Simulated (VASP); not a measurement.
Write the native input for VASP 6.6.1 that does the following.

- Task: single point
- Functional: PBE
- Potentials or basis: VASP PAW PBE potentials, release 64 (Sr_sv, Ti_sv, O)
- Cutoff: 600 eV
- k mesh: 8 × 8 × 8
- Occupations: fermi-dirac, width 0.02 eV
- Spin: no spin polarisation
- Dipole correction: no
- Further INCAR settings: ALGO = Normal; EDIFF = 1e-06; NBANDS = 28

The structure of SrTiO3 lies in POSCAR:

```
SrTiO3
1.0
    3.9308616808      0.0000000000      0.0000000000
    0.0000000000      3.9308616808      0.0000000000
    0.0000000000      0.0000000000      3.9308616808
Sr Ti O
1 1 3
Direct
    0.0000000000      0.0000000000      0.0000000000
    0.5000000000      0.5000000000      0.5000000000
    0.0000000000      0.5000000000      0.5000000000
    0.5000000000      0.0000000000      0.5000000000
    0.5000000000      0.5000000000      0.0000000000
```

This cell differs from its parent crystal: volume scaled by 1.02, then relaxed in part.

These files were run (other wordings do the same):

INCAR

```
PREC = Accurate ; ENCUT = 600
EDIFF = 1E-6 ; ISMEAR = -1
SIGMA = 0.02 ; LREAL = False
LASPH = True ; NELM = 120
ALGO = Normal ; ISIF = 2
LWAVE = False ; LCHARG = True
GGA = PE ; LELF = True
LVHAR = True ; NBANDS = 28
GGA_COMPAT = False
```

KPOINTS

```
regular mesh
0
Gamma
  8 8 8
```

Potentials or basis: VASP PAW PBE potentials, release 64 (Sr_sv, Ti_sv, O).

Command:

```bash
$ cat potpaw_PBE.64/Sr_sv/POTCAR potpaw_PBE.64/Ti_sv/POTCAR potpaw_PBE.64/O/POTCAR > POTCAR
$ mpirun -np 1 vasp_std > vasp.out
```

Results of the run:

| Quantity | Value |
| --- | --- |
| Pressure | 1.2 GPa |
| Band gap on the k mesh | 1.82 eV, indirect (least direct gap 2.19 eV) |

Run time: 37 s on 1 thread of AMD EPYC 9R45 96-Core Processor (Zen 5), on a shared host, peak memory 0.19 GiB.
